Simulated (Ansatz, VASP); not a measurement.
# One calculation of NaI, two programs

The input POSCAR:

```
NaI
1.0
    0.0000000000      3.4283922248      3.5431916338
    3.4283922248      0.0000000000      3.5431916338
    3.4283922248      3.4283922248      0.0000000000
Na I
1 1
Direct
    0.0000000000      0.0000000000      0.0000000000
    0.2500000000      0.2500000000      0.2500000000
```

INCAR.step1

```
ALGO = Normal
EDIFF = 1E-5
ENCUT = 520
GGA = PE
ISIF = 2
ISMEAR = 0
LASPH = T
LREAL = F
LWAVE = T
NBANDS = 14
NELM = 60
PREC = Accurate
SIGMA = 0.01
```

File INCAR.step2:

```
ALGO = Normal
EDIFF = 1E-6
ENCUT = 520
GGA = PE
HFSCREEN = 0.2079
ISIF = 2
ISMEAR = 0
ISTART = 1
LASPH = T
LCHARG = T
LELF = T
LHFCALC = T
LREAL = F
LVHAR = T
LWAVE = F
NBANDS = 14
NELM = 60
PREC = Accurate
PRECFOCK = Normal
SIGMA = 0.01
```

File KPOINTS:

```
k-points
0
Gamma
  4 4 4
```

Input for Ansatz:

```yaml
crystal:
  lattice:
    - [0.0, 3.4283922248, 3.5431916338]
    - [3.4283922248, 0.0, 3.5431916338]
    - [3.4283922248, 3.4283922248, 0.0]
  atoms:
    - { symbol: Na, position: [0.0, 0.0, 0.0] }
    - { symbol: I, position: [0.25, 0.25, 0.25] }
kpoints:
  mp_grid: { grid: [4, 4, 4] }
  band_path:
    path:
      - [0.0, 0.0, 0.0]
      - [-0.5, -0.5, 0.0]
      - [-0.375, -0.375, 0.25]
      - [-0.375, 0.0, 0.375]
      - [0.0, 0.0, 0.5]
      - [-0.5, -0.25, 0.25]
    npoints: 1
hamiltonian:
  xc: hse06
scf:
  occupations: { method: fixed }
  n_extra_bands: 4
output:
  forces: true
  stress: true
  eigenvalues: true
```

Change from the starting cell: biaxial_xy strain -3.2%.

Alike in both runs: task single point; functional HSE06; k mesh 4 × 4 × 4; no spin polarisation.

```csv
,VASP,Ansatz
version,VASP 6.6.1,Ansatz 0.2.0
potentials or method,"VASP PAW PBE potentials, release 64 (Na_pv, I)","plane waves, PAW"
plane-wave cutoff (eV),520,420
occupations,"gaussian, width 0.01 eV",fixed
valence electrons in the cell,14,26
```

Ansatz gave:

- gap on the k mesh at the Fermi level (eV): 4.92
- pressure (GPa): 1.1

**Question.** Which values does VASP return?

**Answer.** gap on the k mesh at the Fermi level (eV): 4.90; pressure (GPa): 1.1.

VASP's potentials hold 14 valence electrons a cell and Ansatz's 26, so a difference there can come from the potentials and not from the codes. Ansatz's warnings: stress exchange threshold loose, stress scf threshold loose.

Spin-orbit coupling is off throughout.
